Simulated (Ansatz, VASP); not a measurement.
## In3Se: VASP beside Ansatz

```
In Se
1.0
     4.80376    0.00000    0.00000
     0.00000    4.80376    0.00000
     0.00000    0.00000    4.80376
In Se
3 1
Direct
  0.50000 0.50000 0.00000
  0.50000 0.00000 0.50000
  0.00000 0.50000 0.50000
  0.00000 0.00000 0.00000
```

Alike in both runs: functional PBE; k mesh 3 × 3 × 3; occupations fermi-dirac, width 0.05 eV; no spin polarisation.

|  | VASP | Ansatz |
| --- | --- | --- |
| version | VASP 6.6.1 | Ansatz 0.2.0 |
| potentials or method | VASP PAW PBE potentials, release 64 (In_d, Se) | Ansatz PAW |
| plane-wave cutoff (eV) | 520 | 420 |
| valence electrons in the cell | 45 | 55 |
| task | single point | projected density of states |

Ansatz gave:

* gap on the k mesh at the Fermi level (eV): none
* pressure (GPa): 0.1

Q: Which values does VASP return?

A: gap on the k mesh at the Fermi level (eV): none; pressure (GPa): 0.0.

A gap of «none» marks a metal or a gap that the smearing closes. VASP's potentials hold 45 valence electrons a cell and Ansatz's 55, so a difference there can come from the potentials and not from the codes.

The k mesh is coarse, so the values compare programs but aren't converged.
